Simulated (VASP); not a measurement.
Runs of VASP 6.6.1 on Ba. The structure is that of space group P6/mmm (No. 191), or close to it. The cells are those of the table. This isn't the form of Ba at room conditions, which is bcc.

```tsv
cell	gap on the mesh (eV)	pressure (GPa)
a = 4.283, b = 4.283, c = 3.887 Å, angles 90.0, 90.0, 120.0°, 1 atom	none	0.2
a = 4.326, b = 4.326, c = 3.926 Å, angles 90.0, 90.0, 120.0°, 1 atom	none	(b)
a = 4.239, b = 4.239, c = 3.847 Å, angles 90.0, 90.0, 120.0°, 1 atom	none	0.5
a = 4.410, b = 4.410, c = 4.003 Å, angles 90.0, 90.0, 120.0°, 1 atom	none	(a)
a = 4.368, b = 4.368, c = 3.965 Å, angles 90.0, 90.0, 120.0°, 1 atom	none	-0.3
```

Alike in all rows: task single point; level r2SCAN; potentials or basis VASP PAW PBE potentials, release 64 (Ba_sv); no spin polarisation; k mesh 8 × 8 × 7; cutoff (eV) 520; smearing methfessel-paxton 0.1 eV.

Question: Fill in the values left out.

Answer: (a) -0.5; (b) -0.1.

Caveats: the PAW data sets were made with another functional, which shifts forces and pressure a little; spin-orbit coupling is left out, which moves the levels of the heavy elements.

A k mesh can miss the band edges, and the runs leave out spin-orbit coupling on Ba.

A gap of «none» marks levels without a gap at the run's occupations.
